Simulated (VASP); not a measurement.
## BiP: single point with LDA

The system is BiP.

```
CELL_PARAMETERS angstrom
3.84300 0.00000 0.00000
-1.92150 3.32814 0.00000
0.00000 0.00000 4.45186
ATOMIC_POSITIONS crystal
Bi 0.00675 0.01372 0.50301
P 0.00433 0.01749 0.00382
```

| Property | Result |
| --- | --- |
| Program | VASP 6.6.1 |
| Task | single point |
| Functional | LDA |
| Potentials or basis | VASP PAW LDA potentials, release 64 (Bi_d, P) |
| Cutoff | 520 eV |
| k mesh | 9 × 9 × 7 |
| Occupations | methfessel-paxton, width 0.05 eV |
| Spin | no spin polarisation |

```json
{
  "Pressure": "15.9 GPa",
  "Largest force": "0.166 eV/Å",
  "Band gap on the k mesh": "zero (band 10 reaches 7.34 eV, above the bottom of band 11 at 3.82 eV)"
}
```

Forces on the atoms (eV/Å):
```
Bi   0.081 -0.062  0.131
P   -0.081  0.062 -0.131
```

Stress tensor (GPa, compression positive):
```
-1.74  0.00  0.01
 0.00 -1.75  0.00
 0.01  0.00 51.21
```

Levels at points of the mesh, in eV from the Fermi level:
| k point | band 7 | band 8 | band 9 | band 10 | band 11 | band 12 | band 13 | band 14 |
| --- | --- | --- | --- | --- | --- | --- | --- | --- |
| (0.00, 0.00, 0.00) | -6.24 | -5.61 | -1.10 | -1.10 | 3.68 | 5.49 | 5.49 | 7.53 |

It took 3.4 min on 1 thread of AMD EPYC 9R45 (Zen 5), with other jobs on the host, peak memory 0.33 GiB.

Caveat: spin-orbit coupling is left out, which moves the levels of the heavy elements.
